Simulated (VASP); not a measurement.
Set up this calculation in VASP 6.6.1, as the native input.

```
Task                   : relaxation of cell and atoms
Functional             : PBE
Potentials or basis    : VASP PAW PBE potentials, release 64 (In_d, Ru_pv)
Cutoff                 : 600 eV
k mesh                 : 4 × 4 × 4
Occupations            : gaussian, width 0.1 eV
Spin                   : no spin polarisation
Dipole correction      : no
Further INCAR settings : ALGO = Normal; EDIFF = 1e-06; IBRION = 2; EDIFFG = -0.04; NSW = 90; ISIF = 3
```

The structure of In4Ru lies in POSCAR:

```
In4Ru
1.0
   -3.0753658700      3.0753658700      3.0753658700
    3.0753658700     -3.0753658700      3.0753658700
    3.0753658700      3.0753658700     -3.0753658700
In Ru
4 1
Direct
    0.0000000000      0.0000000000      0.5000000000
    0.5000000000      0.0000000000      0.0000000000
    0.0000000000      0.5000000000      0.0000000000
    0.5000000000      0.5000000000      0.5000000000
    0.0000000000      0.0000000000      0.0000000000
```

The cell was built from a structure type or drawn by symmetry, and may not be a known phase.

These files were run (other wordings do the same):

INCAR

```
SYSTEM = In4Ru
  ALGO = Normal
  EDIFF = 1E-6
  EDIFFG = -0.04
  ENCUT = 600
  GGA = PE
  IBRION = 2
  ISIF = 3
  ISMEAR = 0
  LASPH = .True.
  LCHARG = .False.
  LREAL = .False.
  LWAVE = .False.
  NELM = 100
  NSW = 90
  PREC = Accurate
  SIGMA = 0.1
```

KPOINTS

```
k-points
0
Gamma
  4 4 4
  0 0 0
```

Potentials or basis: VASP PAW PBE potentials, release 64 (In_d, Ru_pv).

The run is started by

```console
$ cat potpaw_PBE.64/In_d/POTCAR potpaw_PBE.64/Ru_pv/POTCAR > POTCAR
$ mpirun -np 1 vasp_std > vasp.out
```

Results of the run:

```json
{
  "Relaxed volume": "24.76 Å³/atom",
  "Relaxed cell": "a = 5.438 Å, b = 5.438 Å, c = 5.438 Å, α = 109.47°, β = 109.47°, γ = 109.47°",
  "Space group after relaxing (to 0.1 Å)": "Im-3m (No. 229)",
  "Energy gained by relaxing": "23.2 meV/atom",
  "Ionic steps": "3",
  "Pressure after relaxing": "0.0 GPa",
  "Band gap on the k mesh": "zero (bands 33 and 34 overlap by 3.38 eV)"
}
```

Caveat: the k points lie up to 0.35 Å⁻¹ apart in the final cell, too coarse for converged energies and pressures of a metal; spin-orbit coupling is left out, which moves the levels of the heavy elements.

Run time: 5.4 min on 1 thread of AMD EPYC 7571, on a shared host, peak memory 0.32 GiB.
